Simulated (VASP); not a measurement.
Here is a VASP 6.6.1 calculation.

POSCAR

```
ZnO
1.0
    3.2494000000      0.0000000000      0.0000000000
   -1.6247000000      2.8140629500      0.0000000000
    0.0000000000      0.0000000000      5.2038000000
Zn O
2 2
Direct
    0.3333333300      0.6666666700      0.0000000000
    0.6666666700      0.3333333300      0.5000000000
    0.3333333300      0.6666666700      0.3830000000
    0.6666666700      0.3333333300      0.8830000000
```

Contents of INCAR.step1:

```
SYSTEM = ZnO
  PREC = Accurate
  ENCUT = 600
  ISMEAR = 0
  SIGMA = 0.02
  LREAL = .FALSE.
  LASPH = .TRUE.
  NELM = 100
  GGA = PE
  ALGO = Normal
  EDIFF = 1E-4
  LWAVE = .TRUE.
  LCHARG = .FALSE.
```

The input INCAR.step2:

```
SYSTEM = ZnO
  PREC = Accurate
  ENCUT = 600
  EDIFF = 1E-7
  ISMEAR = 0
  SIGMA = 0.02
  LREAL = .FALSE.
  LASPH = .TRUE.
  NELM = 100
  ALGO = Normal
  ISIF = 3
  LWAVE = .FALSE.
  LCHARG = .FALSE.
  METAGGA = R2SCAN
  LMIXTAU = .TRUE.
  IBRION = 2
  NSW = 100
  EDIFFG = -0.002
  ISTART = 1
```

KPOINTS

```
Automatic mesh
0
G
  9 9 6
  0 0 0
```

Potentials or basis: VASP PAW PBE potentials, release 64 (Zn, O).

Command:

```bash
$ cat potpaw_PBE.64/Zn/POTCAR potpaw_PBE.64/O/POTCAR > POTCAR
$ cp INCAR.step1 INCAR
$ mpirun -np 1 vasp_std > vasp.out
$ cp INCAR.step2 INCAR
$ mpirun -np 1 vasp_std > vasp.out
```

Task: Predict the relaxed cell.

Result: a = 3.238 Å, b = 3.238 Å, c = 5.229 Å, α = 90.00°, β = 90.00°, γ = 120.00°.

Task: Predict the space group after relaxing (to 0.1 Å).

Result: P6_3mc (No. 186).

Final structure:
```
Zn O
1.0
     3.23764    0.00000    0.00000
    -1.61882    2.80388    0.00000
     0.00000    0.00000    5.22936
Zn O
2 2
Direct
  0.33333 0.66667 0.00222
  0.66667 0.33333 0.50222
  0.33333 0.66667 0.38078
  0.66667 0.33333 0.88078
```
